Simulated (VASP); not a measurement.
Te2Mo: single point with PBE+D3(BJ)

Slab: Te2Mo, a slab with vacuum.

```
Te Mo
1.0
     3.50389    0.00000    0.00000
    -1.75195    3.03446    0.00000
     0.00000    0.00000   33.27021
Te Mo
2 1
Direct
  0.33333 0.66667 0.44539
  0.33333 0.66667 0.55461
  0.66667 0.33333 0.50000
```

```yaml
Program: VASP 6.6.1
Task: single point
Functional: PBE
Dispersion: D3(BJ)
Potentials_or_basis: VASP PAW PBE potentials, release 64 (Te, Mo_sv)
Cutoff: 520 eV
k_mesh: 12 × 12 × 1
Occupations: gaussian, width 0.02 eV
Spin: no spin polarisation
Dipole_correction: yes
Further_INCAR_settings: ALGO = Normal; EDIFF = 1e-06; NBANDS = 20
```

The largest force is 0.013 eV/Å, the band gap on the k mesh is 1.19 eV, direct and the dispersion energy per atom is -0.401 eV.

Forces in eV/Å, atoms in the order of the input:
```
Te   0.000  0.000 -0.013
Te   0.000  0.000  0.013
Mo   0.000  0.000  0.000
```

Levels at points of the mesh, in eV from the valence-band top:
```
           k point  band 9  band 10  band 11  band 12  band 13  band 14  band 15  band 16  band 17  band 18
(0.00, 0.00, 0.00)   -1.60    -1.60    -0.82    -0.82    -0.58     3.21     3.21     3.48     3.48     4.16
(0.50, 0.00, 0.00)   -3.35    -2.27    -1.71    -0.78    -0.21     1.50     1.80     3.31     3.73     3.99
```

Wall time 2.4 min on 1 thread of Intel(R) Xeon(R) 6975P-C (Granite Rapids) (shared host), peak memory 0.5 GiB.

Caveat: spin-orbit coupling is left out, which moves the levels of the heavy elements.
